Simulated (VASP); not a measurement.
Here is a VASP 6.6.1 calculation.

Contents of INCAR:

```
SYSTEM = Nb
ALGO = Normal
EDIFF = 1E-6
ENCUT = 520
GGA = PE
ISIF = 2
ISMEAR = -1
LASPH = .TRUE.
LCHARG = .FALSE.
LREAL = .FALSE.
LWAVE = .FALSE.
NBANDS = 12
NELM = 100
PREC = Accurate
SIGMA = 0.08
```

Contents of KPOINTS:

```
k-points
0
G
  13 13 13
  0 0 0
```

The input POSCAR:

```
Nb
1.0
    0.0000000000      2.1008049414      2.1008049414
    2.1008049414      0.0000000000      2.1008049414
    2.1008049414      2.1008049414      0.0000000000
Nb
1
Direct
    0.0000000000      0.0000000000      0.0000000000
```

Potentials or basis: VASP PAW PBE potentials, release 64 (Nb_sv).

Run with:

```sh
$ cat potpaw_PBE.64/Nb_sv/POTCAR > POTCAR
$ mpirun -np 1 vasp_std > vasp.out
```

Estimate the pressure.

2.0 GPa.
